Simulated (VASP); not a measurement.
# MgO (P6_3/mmc) in VASP: a series of runs

MgO is run at these levels: PBE; tasks: single point.

Program: VASP 6.6.1. These are calculated values, not measurements. Logs are shortened: lines on timing, memory, paths and dates and some standing lists are left out, and cuts for length are marked.

### 1 The cell of the first run

Symmetry: P6_3/mmc, No. 194, hexagonal system. Conventional cell: a = 3.390 Å, b = 3.390 Å, c = 4.282 Å, α = 90.00°, β = 90.00°, γ = 120.00°. Mg (site symmetry -6m2) has 5 O at 1.96 to 2.14 Å within 2.6 Å. O (site symmetry -6m2) has 5 Mg at 1.96 to 2.14 Å within 2.6 Å.

### 2 Single point, PBE (volume 10.653 Å^3 an atom, c/a of the conventional cell 1.2632)

INCAR

```
PREC = Accurate ; ENCUT = 520
EDIFF = 1E-6 ; ISMEAR = 0
SIGMA = 0.05 ; LREAL = False
LASPH = True ; NELM = 60
ALGO = Normal ; ISIF = 2
LWAVE = False ; LCHARG = False
GGA = PE ; NBANDS = 16
```

KPOINTS

```
Automatic mesh
0
Gamma
  9 9 6
```

POSCAR

```
MgO
1.0
    3.3898180657      0.0000000000      0.0000000000
   -1.6949090329      2.9356685591      0.0000000000
    0.0000000000      0.0000000000      4.2820181805
Mg O
2 2
Direct
    0.6666666667      0.3333333333      0.7500000000
    0.3333333333      0.6666666667      0.2500000000
    0.6666666667      0.3333333333      0.2500000000
    0.3333333333      0.6666666667      0.7500000000
```

Potentials or basis: VASP PAW PBE potentials, release 64 (Mg, O).

Command:

```sh
> cat potpaw_PBE.64/Mg/POTCAR potpaw_PBE.64/O/POTCAR > POTCAR
> mpirun -np 1 vasp_std > vasp.out
```

OUTCAR:

```text
PREC = Accurate
   ENCUT = 520
   EDIFF = 1E-6
   ISMEAR = 0
   LREAL = False
   LASPH = True
   NELM = 60
   ISIF = 2
   GGA = PE

 ion  position               nearest neighbor table
   1  0.667  0.333  0.750-   4 1.96   4 1.96   4 1.96   3 2.14   3 2.14   2 2.90   2 2.90   2 2.90
                             2 2.90   2 2.90   2 2.90
   2  0.333  0.667  0.250-   3 1.96   3 1.96   3 1.96   4 2.14   4 2.14   1 2.90   1 2.90   1 2.90
                             1 2.90   1 2.90   1 2.90
   3  0.667  0.333  0.250-   2 1.96   2 1.96   2 1.96   1 2.14   1 2.14
   4  0.333  0.667  0.750-   1 1.96   1 1.96   1 1.96   2 2.14   2 2.14

  LATTYP: Found a hexagonal cell.
 ALAT       =     3.3898180657
 C/A-ratio  =     1.2632000000

  Lattice vectors:

 A1 = (   3.3898180657,   0.0000000000,   0.0000000000)
 A2 = (  -1.6949090329,   2.9356685591,   0.0000000000)
 A3 = (   0.0000000000,   0.0000000000,   4.2820181805)

Analysis of symmetry for initial positions (statically):
=====================================================================
 Subroutine PRICEL returns:
 Original cell was already a primitive cell.

 Routine SETGRP: Setting up the symmetry group for a
 hexagonal supercell.

 Subroutine GETGRP returns: Found 24 space group operations
 (whereof 12 operations were pure point group operations)
 out of a pool of 24 trial point group operations.

The static configuration has the point symmetry D_3d.
 The point group associated with its full space group is D_6h.

Analysis of symmetry for dynamics (positions and initial velocities):
=====================================================================
 Subroutine PRICEL returns:
 Original cell was already a primitive cell.

 Routine SETGRP: Setting up the symmetry group for a
 hexagonal supercell.

 Subroutine GETGRP returns: Found 24 space group operations
 (whereof 12 operations were pure point group operations)
 out of a pool of 24 trial point group operations.

The dynamic configuration has the point symmetry D_3d.
 The point group associated with its full space group is D_6h.

 Subroutine INISYM returns: Found 24 space group operations
 (whereof 12 operations are pure point group operations),
 and found     1 'primitive' translations

----------------------------------------------------------------------------------------

                                     Primitive cell

  volume of cell :      42.6120

[... 88 lines left out ...]
   LSORBIT =      F    spin-orbit coupling
   LASPH  =      T    aspherical Exc in radial PAW
   ENCUT  =  520.0 eV  38.22 Ry    6.18 a.u.   6.30  6.30  7.96*2*pi/ulx,y,z
   NELM   =     60;   NELMIN=  2; NELMDL= -5     # of ELM steps
   EDIFF  = 0.1E-05   stopping-criterion for ELM
   LREAL  =      F    real-space projection
   EDIFFG = 0.1E-04   stopping-criterion for IOM
   NSW    =      0    number of steps for IOM
   IBRION =     -1    ionic relax: 0-MD 1-quasi-New 2-CG
   NFREE  =      0    steps in history (QN), initial steepest desc. (CG)
   ISIF   =      2    stress and relaxation
   ISYM   =      2    0-nonsym 1-usesym 2-fastsym
   POTIM  = 0.5000    time-step for ionic-motion
   TEBEG  =    0.0;   TEEND  =   0.0 temperature during run
   PSTRESS=    0.0 pullay stress
   NELECT =      16.0000    total number of electrons
   NUPDOWN=      -1.0000    fix difference up-down
   EMIN   =  10.00;   EMAX   =-10.00  energy-range for DOS
   EFERMI =   0.00;   METHOD = LEGACY
   ISMEAR =     0;   SIGMA  =   0.05  broadening in eV -4-tet -1-fermi 0-gaus
   EFERMI_NEDOS =   21; number of points for ismear=-14 and -15
   IALGO  =     38    algorithm
   IMIX   =      4    mixing-type and parameters
     AMIX     =   0.40;   BMIX     =  1.00
     AMIX_MAG =   1.60;   BMIX_MAG =  1.00
  volume/ion in A,a.u.               =      10.65        71.89
  Fermi-wavevector in a.u.,A,eV,Ry     =   1.181057  2.231874 18.978707  1.394896
  Thomas-Fermi vector in A             =   2.317338
   LORBIT       =      0    0 simple, 1 ext, 2 COOP (PROOUT), +10 PAW based schemes
   GGA     = PE    functional components
   LHFCALC =     F    Hartree Fock is set to
   AEXX    =    0.0000 exact exchange contribution
   IVDW    =     0    specifies the selected vdW correction
   LEPSILON=     F    determine dielectric tensor
   LRPA    =     F    only Hartree local field effects (RPA)
 non-spin polarized calculation
 Gauss-broadening in eV      SIGMA  =   0.05
  energy-cutoff  :      520.00
  volume of cell :       42.61
 maximum number of plane-waves:      1160
 NGX is ok and might be reduce to    28
   NGX = 13   NGY = 13   NGZ = 15

 number of electron      15.9999996 magnetization

 Free energy of the ion-electron system (eV)
  ---------------------------------------------------
  ext. energy  EPLUGINS =         0.00000000
  ---------------------------------------------------
  free energy    TOTEN  =       -23.56128626 eV

  energy without entropy =      -23.56128626  energy(sigma->0) =      -23.56128626

 E-fermi :   2.6033     XC(G=0): -10.2268

 val. band max:        2.2939632865   @ k =   0.0000   0.0000   0.0000
 cond. band min:       5.8442217975   @ k =   0.0000   0.0000   0.0000
 fundamental gap:      3.5502585111
 Fermi energy:         2.6033087502

 k-point     1 :       0.0000    0.0000    0.0000
  band No.  band energies     occupation
      1     -14.8390      2.00000
      2     -13.4519      2.00000
      3      -1.6288      2.00000
      4       0.5168      2.00000
      5       0.5168      2.00000
      6       1.3278      2.00000
[... 433 lines left out ...]
      3      -1.3563      2.00000
      4      -0.6477      2.00000
      5      -0.6477      2.00000
      6       0.8585      2.00000
[... 8 lines left out ...]
     15      16.1841      0.00000
     16      19.3619      0.00000

 [... further k-points ...]
[... 5 lines left out ...]
  --------------------------------------------------------------------------------------
  -------------------------------------------------------------------------------------
  Total        3.3118839      3.3118839      0.7571658     -0.0000000     -0.0000000     -0.0000000
  in kB      124.5242012    124.5242012     28.4688328     -0.0000000     -0.0000000     -0.0000000
  external PRESSURE =      92.5057451 kB  Pullay stress =       0.0000000 kB

 VOLUME and BASIS-vectors are now :
 -----------------------------------------------------------------------------
  energy-cutoff  :      520.00
  volume of cell :       42.61
      direct lattice vectors                 reciprocal lattice vectors
     3.389818066  0.000000000  0.000000000     0.295001083  0.170318955  0.000000000
    -1.694909033  2.935668559  0.000000000     0.000000000  0.340637909  0.000000000
     0.000000000  0.000000000  4.282018180     0.000000000  0.000000000  0.233534739

 POSITION                                       TOTAL-FORCE (eV/Angst)
 -----------------------------------------------------------------------------------
      1.69491      0.97856      3.21151        -0.000000      0.000000      0.000000
     -0.00000      1.95711      1.07050         0.000000     -0.000000      0.000000
      1.69491      0.97856      1.07050        -0.000000     -0.000000      0.000000
     -0.00000      1.95711      3.21151        -0.000000      0.000000      0.000000
 -----------------------------------------------------------------------------------
    total drift:                               -0.000000      0.000000     -0.000000

  FREE ENERGIE OF THE ION-ELECTRON SYSTEM (eV)
  ---------------------------------------------------
  free  energy   TOTEN  =       -23.5612862591 eV

  energy  without entropy=      -23.5612862591  energy(sigma->0) =      -23.56128626
```

Wall time 35 s (1 thread of Intel Xeon 8259CL, shared host); peak memory 0.18 GiB.

Results:

| Property | Result |
| --- | --- |
| Free energy | -23.5613 eV |
| Pressure | 9.3 GPa |
| Band gap on the k mesh | 3.55 eV, direct |

Stress tensor (GPa, compression positive):
```
12.45  0.00  0.00
 0.00 12.45  0.00
 0.00  0.00  2.85
```

### 3 Single point, PBE (volume 10.653 Å^3 an atom, c/a of the conventional cell 1.1848)

INCAR

```
ALGO = Normal
EDIFF = 1E-6
ENCUT = 520
GGA = PE
ISIF = 2
ISMEAR = 0
LASPH = T
LCHARG = F
LREAL = F
LWAVE = F
NBANDS = 16
NELM = 60
PREC = Accurate
SIGMA = 0.05
```

KPOINTS

```
k-points
0
Gamma
  9 9 6
```

POSCAR

```
MgO
1.0
    3.4629967214      0.0000000000      0.0000000000
   -1.7314983607      2.9990431339      0.0000000000
    0.0000000000      0.0000000000      4.1029585155
Mg O
2 2
Direct
    0.6666666667      0.3333333333      0.7500000000
    0.3333333333      0.6666666667      0.2500000000
    0.6666666667      0.3333333333      0.2500000000
    0.3333333333      0.6666666667      0.7500000000
```

Potentials or basis: VASP PAW PBE potentials, release 64 (Mg, O).

Command:

```sh
> cat potpaw_PBE.64/Mg/POTCAR potpaw_PBE.64/O/POTCAR > POTCAR
> mpirun -np 1 vasp_std > vasp.out
```

Run time: 37 s. Hardware: 1 thread of Intel Xeon 8259CL, shared host; peak memory 0.18 GiB.

The run converged. Its results:

```yaml
Free_energy: -23.5958 eV
Pressure: 9.0 GPa
Band_gap_on_the_k_mesh: 3.61 eV, direct
```

Stress tensor (GPa, compression positive):
```
 7.63  0.00  0.00
 0.00  7.63  0.00
 0.00  0.00 11.59
```

Levels at points of the mesh, in eV from the valence-band top:
| k point | band 5 | band 6 | band 7 | band 8 | band 9 | band 10 | band 11 | band 12 |
| --- | --- | --- | --- | --- | --- | --- | --- | --- |
| (0.00, 0.00, 0.00) | -1.80 | -0.82 | -0.82 | 0.00 | 3.61 | 9.81 | 12.64 | 12.70 |
| (0.00, 0.00, 0.50) | -1.33 | -1.33 | -1.33 | -1.33 | 6.67 | 6.67 | 13.06 | 13.06 |

### 4 Single point, PBE (volume 10.653 Å^3 an atom, c/a of the conventional cell 1.2234)

INCAR

```
SYSTEM = MgO
PREC = Accurate ; ENCUT = 520
EDIFF = 1E-6 ; ISMEAR = 0
SIGMA = 0.05 ; LREAL = .False.
LASPH = .True. ; NELM = 80
ALGO = Normal ; ISIF = 2
LWAVE = .False. ; LCHARG = .True.
GGA = PE ; LELF = .True.
LVHAR = .True. ; NBANDS = 16
```

KPOINTS

```
Automatic mesh
0
Gamma
  9 9 6
  0 0 0
```

POSCAR

```
MgO
1.0
    3.4261860054      0.0000000000      0.0000000000
   -1.7130930027      2.9671641187      0.0000000000
    0.0000000000      0.0000000000      4.1915959590
Mg O
2 2
Direct
    0.6666666667      0.3333333333      0.7500000000
    0.3333333333      0.6666666667      0.2500000000
    0.6666666667      0.3333333333      0.2500000000
    0.3333333333      0.6666666667      0.7500000000
```

Command:

```sh
> cat potpaw_PBE.64/Mg/POTCAR potpaw_PBE.64/O/POTCAR > POTCAR
> mpirun -np 1 vasp_std > vasp.out
```

Wall time 37 s (1 thread of Intel Xeon 8259CL, shared host); peak memory 0.18 GiB.

It converged, with:

* Free energy: -23.5978 eV
* Pressure: 8.8 GPa
* Band gap on the k mesh: 3.58 eV, direct

Stress tensor (GPa, compression positive):
```
9.85 0.00 0.00
0.00 9.85 0.00
0.00 0.00 6.68
```

Levels at points of the mesh, in eV from the valence-band top:
```tsv
k point	band 5	band 6	band 7	band 8	band 9	band 10	band 11	band 12
(0.00, 0.00, 0.00)	-1.79	-0.90	-0.90	0.00	3.58	9.66	12.31	12.88
(0.00, 0.00, 0.50)	-1.36	-1.36	-1.36	-1.36	6.61	6.61	13.24	13.24
```

(Continued in part 2 of 2.)
